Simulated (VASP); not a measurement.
A run of VASP 6.6.1 is set up as follows.

File INCAR:

```
  PREC = Accurate
  ENCUT = 520
  EDIFF = 1E-7
  ISMEAR = 0
  SIGMA = 0.1
  LREAL = F
  LASPH = T
  NELM = 80
  ALGO = Normal
  ISIF = 2
  LWAVE = F
  LCHARG = F
  GGA = PE
  NBANDS = 29
```

File KPOINTS:

```
regular mesh
0
Gamma
  4 4 4
```

File POSCAR:

```
SrAgI3
1.0
    5.4349799500      0.0000000000      0.0000000000
    0.0000000000      5.4349799500      0.0000000000
    0.0000000000      0.0000000000      5.4349799500
Sr Ag I
1 1 3
Direct
    0.0000000000      0.0000000000      0.0000000000
    0.5000000000      0.5000000000      0.5000000000
    0.5000000000      0.5000000000      0.0000000000
    0.0000000000      0.5000000000      0.5000000000
    0.5000000000      0.0000000000      0.5000000000
```

Potentials or basis: VASP PAW PBE potentials, release 64 (Sr_sv, Ag, I).

The run is started by

```sh
$ cat potpaw_PBE.64/Sr_sv/POTCAR potpaw_PBE.64/Ag/POTCAR potpaw_PBE.64/I/POTCAR > POTCAR
$ mpirun -np 1 vasp_std > vasp.out
```

Task: Predict the band gap on the k mesh.

Result: Zero (band 21 reaches 6.39 eV, above the bottom of band 22 at 5.57 eV).

Task: Estimate the pressure.

Result: 8.0 GPa.

Caveat: spin-orbit coupling is left out, which moves the levels of the heavy elements.
